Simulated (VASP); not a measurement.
W, 1 atom in the cell. The structure is cubic, space group Fm-3m (No. 225). Conventional cell: a = 4.052 Å, b = 4.052 Å, c = 4.052 Å, α = 90.00°, β = 90.00°, γ = 90.00°. W (site symmetry m-3m) has 12 W at 2.87 Å within 3.8 Å.  This cell differs from its parent crystal: volume scaled by 1.04.

| Item | Value |
| --- | --- |
| Program | VASP 6.6.1 |
| Task | single point |
| Functional | PBEsol |
| Potentials or basis | VASP PAW PBE potentials, release 64 (W_sv) |
| Cutoff | 520 eV |
| k mesh | 15 × 15 × 15 |
| Occupations | fermi-dirac, width 0.1 eV |
| Spin | no spin polarisation |
| Dipole correction | no |
| Further INCAR settings | ALGO = Normal; EDIFF = 1e-07; NBANDS = 13 |

Potentials or basis: VASP PAW PBE potentials, release 64 (W_sv).

Run with:

```bash
$ cat potpaw_PBE.64/W_sv/POTCAR > POTCAR
$ mpirun -np 1 vasp_std > vasp.out
```

Hardware: 1 thread of Intel Xeon 8259CL (shared host).

Task: Estimate the wall time of this run.

Result: It took 52 s on 1 thread of Intel Xeon 8259CL, with other jobs on the host, peak memory 0.16 GiB. Counts: scf iterations 12, k points 120.
